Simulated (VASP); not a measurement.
# Sc (P6_3/mmc) in VASP: a series of runs

Runs on Sc. Level: PBEsol. Tasks: single point, relaxation of cell and atoms.

Program: VASP 6.6.1. These are calculated values, not measurements. Logs are shortened: lines on timing, memory, paths and dates and some standing lists are left out, and cuts for length are marked.

### 1 The cell of the first run

The structure is hexagonal, space group P6_3/mmc (No. 194). Conventional cell: a = 3.242 Å, b = 3.242 Å, c = 10.355 Å, α = 90.00°, β = 90.00°, γ = 120.00°. Sc (site symmetry -3m) has 12 Sc at 3.19 to 3.24 Å within 4.2 Å. Within 4.2 Å of Sc (site symmetry -6m2) lie 12 Sc at 3.19 to 3.24 Å.

### 2 Single point, PBEsol

The input, INCAR:

```
SYSTEM = Sc
  PREC = Accurate
  ENCUT = 520
  EDIFF = 1E-6
  ISMEAR = 0
  SIGMA = 0.1
  LREAL = .FALSE.
  LASPH = .TRUE.
  NELM = 100
  ALGO = Fast
  ISIF = 2
  LWAVE = .FALSE.
  LCHARG = .FALSE.
  GGA = PS
  NBANDS = 30
```

The input, KPOINTS:

```
regular mesh
0
G
  18 18 6
  0 0 0
```

The input, POSCAR:

```
Sc
1.0
    3.2423754643      0.0000000000      0.0000000000
   -1.6211877322      2.8079795207      0.0000000000
    0.0000000000      0.0000000000     10.3550725724
Sc
4
Direct
    0.0000000000      0.0000000000      0.0000000000
    0.0000000000      0.0000000000      0.5000000000
    0.3333333333      0.6666666667      0.7500000000
    0.6666666667      0.3333333333      0.2500000000
```

Potentials or basis: VASP PAW PBE potentials, release 64 (Sc_sv).

Started as:

```console
$ cat potpaw_PBE.64/Sc_sv/POTCAR > POTCAR
$ mpirun -np 1 vasp_std > vasp.out
```

OUTCAR:

```text
SYSTEM = Sc
   PREC = Accurate
   ENCUT = 520
   EDIFF = 1E-6
   ISMEAR = 0
   LREAL = .FALSE.
   LASPH = .TRUE.
   NELM = 100
   ISIF = 2
   GGA = PS

 ion  position               nearest neighbor table
   1  0.000  0.000  0.000-   3 3.19   4 3.19   4 3.19   3 3.19   4 3.19   3 3.19
   2  0.000  0.000  0.500-   3 3.19   4 3.19   4 3.19   3 3.19   4 3.19   3 3.19
   3  0.333  0.667  0.750-   1 3.19   2 3.19   1 3.19   2 3.19   1 3.19   2 3.19
   4  0.667  0.333  0.250-   1 3.19   2 3.19   1 3.19   2 3.19   1 3.19   2 3.19

  LATTYP: Found a hexagonal cell.
 ALAT       =     3.2423754643
 C/A-ratio  =     3.1936685576

  Lattice vectors:

 A1 = (   3.2423754643,   0.0000000000,   0.0000000000)
 A2 = (  -1.6211877322,   2.8079795207,   0.0000000000)
 A3 = (   0.0000000000,   0.0000000000,  10.3550725724)

Analysis of symmetry for initial positions (statically):
=====================================================================
 Subroutine PRICEL returns:
 Original cell was already a primitive cell.

 Routine SETGRP: Setting up the symmetry group for a
 hexagonal supercell.

 Subroutine GETGRP returns: Found 24 space group operations
 (whereof 12 operations were pure point group operations)
 out of a pool of 24 trial point group operations.

The static configuration has the point symmetry D_3d.
 The point group associated with its full space group is D_6h.

Analysis of symmetry for dynamics (positions and initial velocities):
=====================================================================
 Subroutine PRICEL returns:
 Original cell was already a primitive cell.

 Routine SETGRP: Setting up the symmetry group for a
 hexagonal supercell.

 Subroutine GETGRP returns: Found 24 space group operations
 (whereof 12 operations were pure point group operations)
 out of a pool of 24 trial point group operations.

The dynamic configuration has the point symmetry D_3d.
 The point group associated with its full space group is D_6h.

 Subroutine INISYM returns: Found 24 space group operations
 (whereof 12 operations are pure point group operations),
 and found     1 'primitive' translations

----------------------------------------------------------------------------------------

                                     Primitive cell

  volume of cell :      94.2780

  direct lattice vectors                    reciprocal lattice vectors
     3.242375464  0.000000000  0.000000000     0.308415855  0.178063977  0.000000000
    -1.621187732  2.807979521  0.000000000     0.000000000  0.356127953  0.000000000
     0.000000000  0.000000000 10.355072572     0.000000000  0.000000000  0.096571028

  length of vectors
     3.242375464  3.242375464 10.355072572     0.356127953  0.356127953  0.096571028

  position of ions in fractional coordinates (direct lattice)
     0.000000000  0.000000000  0.000000000
     0.000000000  0.000000000  0.500000000
     0.333333333  0.666666667  0.750000000
     0.666666667  0.333333333  0.250000000

  ion indices of the primitive-cell ions
   primitive index   ion index
                 1           1
                 2           2
                 3           3
                 4           4

----------------------------------------------------------------------------------------

 KPOINTS: regular mesh

Automatic generation of k-mesh.
 Grid dimensions read from file:
 generate k-points for:   18   18    6

 Generating k-lattice:

  Cartesian coordinates                     Fractional coordinates (reciprocal lattice)
     0.017134214  0.009892443  0.000000000     0.055555556 -0.000000000  0.000000000
     0.000000000  0.019784886  0.000000000     0.000000000  0.055555556  0.000000000
     0.000000000  0.000000000  0.016095171     0.000000000  0.000000000  0.166666667

  Length of vectors
     0.019784886  0.019784886  0.016095171

  Shift w.r.t. Gamma in fractional coordinates (k-lattice)
     0.000000000  0.000000000  0.000000000

 Subroutine IBZKPT returns following result:
 ===========================================

 Found    148 irreducible k-points:

 Following reciprocal coordinates:
            Coordinates               Weight
  0.000000  0.000000  0.000000      1.000000
  0.055556  0.000000  0.000000      6.000000
  0.111111  0.000000  0.000000      6.000000
  0.166667  0.000000  0.000000      6.000000
  0.222222  0.000000  0.000000      6.000000
  0.277778  0.000000  0.000000      6.000000
[... 16 lines left out ...]
  0.333333  0.111111  0.000000     12.000000
  0.388889  0.111111  0.000000     12.000000
 [... further k-points ...]
   k-points           NKPTS =    148   k-points in BZ     NKDIM =    148   number of bands    NBANDS=     30
   number of dos      NEDOS =    301   number of ions     NIONS =      4
   total plane-waves  NPLWV =  46080
   dimension x,y,z NGX =    24 NGY =   24 NGZ =   80
   dimension x,y,z NGXF=    48 NGYF=   48 NGZF=  160
   ions per type =               4
   NGX,Y,Z   is equivalent  to a cutoff of  12.31, 12.31, 12.84 a.u.
   NGXF,Y,Z  is equivalent  to a cutoff of  24.61, 24.61, 25.69 a.u.
 SYSTEM =  Sc
   PREC   = accura    normal or accurate (medium, high low for compatibility)
   ISTART =      0    job   : 0-new  1-cont  2-samecut
   ICHARG =      2    charge: 1-file 2-atom 10-const
   ISPIN  =      1    spin polarized calculation?
   LNONCOLLINEAR =      F non collinear calculations
   LSORBIT =      F    spin-orbit coupling
   LASPH  =      T    aspherical Exc in radial PAW
   ENCUT  =  520.0 eV  38.22 Ry    6.18 a.u.   6.03  6.03 19.25*2*pi/ulx,y,z
   NELM   =    100;   NELMIN=  2; NELMDL= -5     # of ELM steps
   EDIFF  = 0.1E-05   stopping-criterion for ELM
   LREAL  =      F    real-space projection
   EDIFFG = 0.1E-04   stopping-criterion for IOM
   NSW    =      0    number of steps for IOM
   IBRION =     -1    ionic relax: 0-MD 1-quasi-New 2-CG
   NFREE  =      0    steps in history (QN), initial steepest desc. (CG)
   ISIF   =      2    stress and relaxation
   ISYM   =      2    0-nonsym 1-usesym 2-fastsym
   POTIM  = 0.5000    time-step for ionic-motion
   TEBEG  =    0.0;   TEEND  =   0.0 temperature during run
   PSTRESS=    0.0 pullay stress
   NELECT =      44.0000    total number of electrons
   NUPDOWN=      -1.0000    fix difference up-down
   EMIN   =  10.00;   EMAX   =-10.00  energy-range for DOS
   EFERMI =   0.00;   METHOD = LEGACY
   ISMEAR =     0;   SIGMA  =   0.10  broadening in eV -4-tet -1-fermi 0-gaus
   EFERMI_NEDOS =   21; number of points for ismear=-14 and -15
   IALGO  =     68    algorithm
   IMIX   =      4    mixing-type and parameters
     AMIX     =   0.40;   BMIX     =  1.00
     AMIX_MAG =   1.60;   BMIX_MAG =  1.00
  volume/ion in A,a.u.               =      23.57       159.05
  Fermi-wavevector in a.u.,A,eV,Ry     =   1.269859  2.399686 21.939974  1.612543
  Thomas-Fermi vector in A             =   2.402878
   LORBIT       =      0    0 simple, 1 ext, 2 COOP (PROOUT), +10 PAW based schemes
   GGA     = PS    functional components
   LHFCALC =     F    Hartree Fock is set to
   AEXX    =    0.0000 exact exchange contribution
   IVDW    =     0    specifies the selected vdW correction
   LEPSILON=     F    determine dielectric tensor
   LRPA    =     F    only Hartree local field effects (RPA)
 non-spin polarized calculation
 RMM-DIIS sequential band-by-band and
 Gauss-broadening in eV      SIGMA  =   0.10
  energy-cutoff  :      520.00
  volume of cell :       94.28
 maximum number of plane-waves:      2586
   NGX = 13   NGY = 13   NGZ = 39

 number of electron      43.9999991 magnetization

 Free energy of the ion-electron system (eV)
  ---------------------------------------------------
  ext. energy  EPLUGINS =         0.00000000
  ---------------------------------------------------
  free energy    TOTEN  =       -26.35357924 eV

  energy without entropy =      -26.31627505  energy(sigma->0) =      -26.33492715

 E-fermi :   3.8744     XC(G=0): -10.1727

 val. band max:        3.8743209569   @ k =   0.3889   0.1667   0.3333
 cond. band min:       3.8755692803   @ k =   0.3333   0.1111   0.1667
 fundamental gap:      0.0012483234
 Fermi energy:         3.8744352709

 k-point     1 :       0.0000    0.0000    0.0000
  band No.  band energies     occupation
      1     -45.2279      2.00000
      2     -45.1971      2.00000
      3     -45.1761      2.00000
      4     -45.1450      2.00000
      5     -24.1817      2.00000
      6     -23.9632      2.00000
[... 22 lines left out ...]
     29       5.7595      0.00000
     30       5.7814      0.00000

 k-point     2 :       0.0556    0.0000    0.0000
  band No.  band energies     occupation
      1     -45.2260      2.00000
      2     -45.1957      2.00000
      3     -45.1748      2.00000
      4     -45.1442      2.00000
      5     -24.1770      2.00000
      6     -23.9645      2.00000
[... 22 lines left out ...]
     29       5.8150      0.00000
     30       5.8353      0.00000

 k-point     3 :       0.1111    0.0000    0.0000
  band No.  band energies     occupation
      1     -45.2206      2.00000
      2     -45.1919      2.00000
      3     -45.1710      2.00000
      4     -45.1419      2.00000
      5     -24.1631      2.00000
      6     -23.9695      2.00000
[... 22 lines left out ...]
     29       5.8386      0.00000
     30       5.9869      0.00000

 k-point     4 :       0.1667    0.0000    0.0000
  band No.  band energies     occupation
      1     -45.2122      2.00000
      2     -45.1860      2.00000
      3     -45.1650      2.00000
      4     -45.1386      2.00000
      5     -24.1411      2.00000
      6     -23.9811      2.00000
[... 616 lines left out ...]
     29       5.6469      0.00000
     30       6.2435      0.00000

 k-point    23 :       0.3333    0.1111    0.0000
  band No.  band energies     occupation
      1     -45.1657      2.00000
      2     -45.1563      2.00000
      3     -45.1352      2.00000
      4     -45.1257      2.00000
      5     -24.1105      2.00000
      6     -24.1096      2.00000
[... 22 lines left out ...]
     29       5.6478      0.00000
     30       6.3762      0.00000

 k-point    24 :       0.3889    0.1111    0.0000
  band No.  band energies     occupation
      1     -45.1589      2.00000
      2     -45.1526      2.00000
      3     -45.1315      2.00000
      4     -45.1252      2.00000
      5     -24.1335      2.00000
      6     -24.1297      2.00000
[... 22 lines left out ...]
     29       5.6855      0.00000
     30       6.4312      0.00000

 [... further k-points ...]

------------------------ aborting loop because EDIFF is reached ----------------------------------------

  FORCE on cell =-STRESS in cart. coord.  units (eV):
  Direction    XX          YY          ZZ          XY          YZ          ZX
  --------------------------------------------------------------------------------------
  -------------------------------------------------------------------------------------
  Total        0.0077120      0.0077120      0.0131406     -0.0000000      0.0000000      0.0000000
  in kB        0.1310588      0.1310588      0.2233138     -0.0000000      0.0000000      0.0000000
  external PRESSURE =       0.1618105 kB  Pullay stress =       0.0000000 kB

 VOLUME and BASIS-vectors are now :
 -----------------------------------------------------------------------------
  energy-cutoff  :      520.00
  volume of cell :       94.28
      direct lattice vectors                 reciprocal lattice vectors
     3.242375464  0.000000000  0.000000000     0.308415855  0.178063977  0.000000000
    -1.621187732  2.807979521  0.000000000     0.000000000  0.356127953  0.000000000
     0.000000000  0.000000000 10.355072572     0.000000000  0.000000000  0.096571028

 POSITION                                       TOTAL-FORCE (eV/Angst)
 -----------------------------------------------------------------------------------
      0.00000      0.00000      0.00000         0.000000      0.000000      0.000000
      0.00000      0.00000      5.17754         0.000000      0.000000      0.000000
     -0.00000      1.87199      7.76630         0.000000      0.000000      0.000000
      1.62119      0.93599      2.58877        -0.000000      0.000000     -0.000000
 -----------------------------------------------------------------------------------
    total drift:                                0.000000      0.000000     -0.000000

  FREE ENERGIE OF THE ION-ELECTRON SYSTEM (eV)
  ---------------------------------------------------
  free  energy   TOTEN  =       -26.3535792439 eV

  energy  without entropy=      -26.3162750463  energy(sigma->0) =      -26.33492715
```

Run time: 3.1 min. Hardware: 1 thread of Intel Xeon 6975P-C (Granite Rapids), shared host; peak memory 0.42 GiB.

What came out:

| Property | Result |
| --- | --- |
| Free energy | -26.3536 eV |
| Pressure | 0.0 GPa |
| Band gap on the k mesh | zero (bands 22 and 23 overlap by 1.24 eV) |

Caveat: the PAW data sets were made with another functional, which shifts forces and pressure a little.

### 3 Single point, PBEsol

This run uses another cell than the first one: it holds 2 atoms, not 4.

The input, INCAR:

```
PREC = Accurate
ENCUT = 500
EDIFF = 1E-6
ISMEAR = 0
SIGMA = 0.1
LREAL = F
LASPH = T
NELM = 120
ALGO = Normal
ISIF = 2
LWAVE = F
LCHARG = T
GGA = PS
LELF = T
LVHAR = T
NBANDS = 18
GGA_COMPAT = F
```

The input, KPOINTS:

```
Automatic mesh
0
Gamma
  21 21 10
```

The input, POSCAR:

```
Sc
1.0
    3.2775135374      0.0000000000      0.0000000000
   -1.6387567687      2.8384099847      0.0000000000
    0.0000000000      0.0000000000      5.0818206396
Sc
2
Direct
    0.3333333333      0.6666666667      0.2500000000
    0.6666666667      0.3333333333      0.7500000000
```

Potentials or basis: VASP PAW PBE potentials, release 64 (Sc_sv).

Started as:

```console
$ cat potpaw_PBE.64/Sc_sv/POTCAR > POTCAR
$ mpirun -np 1 vasp_std > vasp.out
```

Run time: 100 s. Hardware: 1 thread of Oxide Virtual Turin-like, shared host; peak memory 0.27 GiB.

It converged, with:

| Item | Value |
| --- | --- |
| Free energy | -13.2205 eV |
| Pressure | 0.0 GPa |
| Band gap on the k mesh | zero (bands 11 and 12 overlap by 1.58 eV) |

Levels at points of the mesh, in eV from the Fermi level:
```
           k point  band 8  band 9  band 10  band 11  band 12  band 13  band 14  band 15
(0.00, 0.00, 0.00)  -27.55   -5.21    -1.70     0.76     1.63     1.63     1.94     2.12
(0.00, 0.00, 0.50)  -27.62   -3.60    -3.60     1.02     1.02     1.54     1.54     1.54
```

Caveat: the PAW data sets were made with another functional, which shifts forces and pressure a little.

### 4 Relaxation of cell and atoms, PBEsol

This run uses another cell than the first one: it holds 2 atoms, not 4.

The input, INCAR:

```
PREC = Accurate
ENCUT = 500
EDIFF = 1E-7
ISMEAR = 0
SIGMA = 0.1
LREAL = F
LASPH = T
NELM = 120
ALGO = Normal
ISIF = 3
LWAVE = F
LCHARG = F
GGA = PS
IBRION = 2
NSW = 100
EDIFFG = -0.01
GGA_COMPAT = F
NELMIN = 4
```

KPOINTS is that of step 3.

The input, POSCAR:

```
Sc
1.0
    3.2912249515      0.0000000000      0.0000000000
   -1.6456124757      2.8502844175      0.0000000000
    0.0000000000      0.0000000000      5.3325723900
Sc
2
Direct
    0.3333333300      0.6666666700      0.2500000000
    0.6666666700      0.3333333300      0.7500000000
```

Started as:

```console
$ cat potpaw_PBE.64/Sc_sv/POTCAR > POTCAR
$ mpirun -np 1 vasp_std > vasp.out
```

It took 5.6 min on 1 thread of Oxide Virtual Turin-like, shared host; peak memory 0.27 GiB.

The run converged. Its results:

```yaml
Free_energy: -13.2218 eV
Relaxed_volume: 23.63 Å³/atom
Relaxed_cell: a = 3.277 Å, b = 3.277 Å, c = 5.081 Å, α = 90.00°, β = 90.00°, γ = 120.00°
Space_group_after_relaxing_to_0.1_Å: P6_3/mmc (No. 194)
Energy_gained_by_relaxing: 19.4 meV/atom
Ionic_steps: 5
Pressure_after_relaxing: 0.0 GPa
Band_gap_on_the_k_mesh: zero (bands 11 and 12 overlap by 1.58 eV)
```

The path:
```csv
step,energy change (eV),largest force (eV/Å),pressure (GPa),volume (Å³)
1,0.0000,0.0000,-2.83,50.02
2,-0.0345,0.0000,0.56,46.88
3,-0.0346,0.0000,0.41,47.00
4,-0.0383,0.0000,0.17,47.17
5,-0.0389,0.0000,0.04,47.26
```

Final structure:
```xyz
2
Lattice="3.2770 0.0000 0.0000 -1.6385 2.8380 0.0000 0.0000 0.0000 5.0813" Properties=species:S:1:pos:R:3 pbc="T T T"
Sc    0.0000    1.8920    1.2703
Sc    1.6385    0.9460    3.8110
```

Levels at points of the mesh, in eV from the Fermi level:
| k point | band 8 | band 9 | band 10 | band 11 | band 12 | band 13 | band 14 | band 15 |
| --- | --- | --- | --- | --- | --- | --- | --- | --- |
| (0.00, 0.00, 0.00) | -27.54 | -5.21 | -1.70 | 0.76 | 1.63 | 1.63 | 1.94 | 2.12 |
| (0.00, 0.00, 0.50) | -27.62 | -3.60 | -3.60 | 1.02 | 1.02 | 1.54 | 1.54 | 1.54 |

Caveat: the PAW data sets were made with another functional, which shifts forces and pressure a little.

### 5 Summary

```csv
task,cell,k mesh,cutoff (eV),gap on the mesh (eV),pressure (GPa)
single point,"a = 3.242, b = 3.242, c = 10.355 Å, angles 90.0, 90.0, 120.0°, 4 atoms, atomic positions A",18 × 18 × 6,520,none,0.0
single point,"a = 3.278, b = 3.278, c = 5.082 Å, angles 90.0, 90.0, 120.0°, 2 atoms, atomic positions B",21 × 21 × 10,500,none,0.0
relaxation of cell and atoms,"relaxed from a = 3.291, b = 3.291, c = 5.333 Å, angles 90.0, 90.0, 120.0°, 2 atoms, atomic positions B",21 × 21 × 10,500,none,0.0
```

Alike in all rows: level PBEsol; potentials or basis VASP PAW PBE potentials, release 64 (Sc_sv); no spin polarisation; smearing gaussian 0.1 eV.

Caveats: the PAW data sets were made with another functional, which shifts forces and pressure a little.

Absolute energies hang on the potentials; compare differences alone.
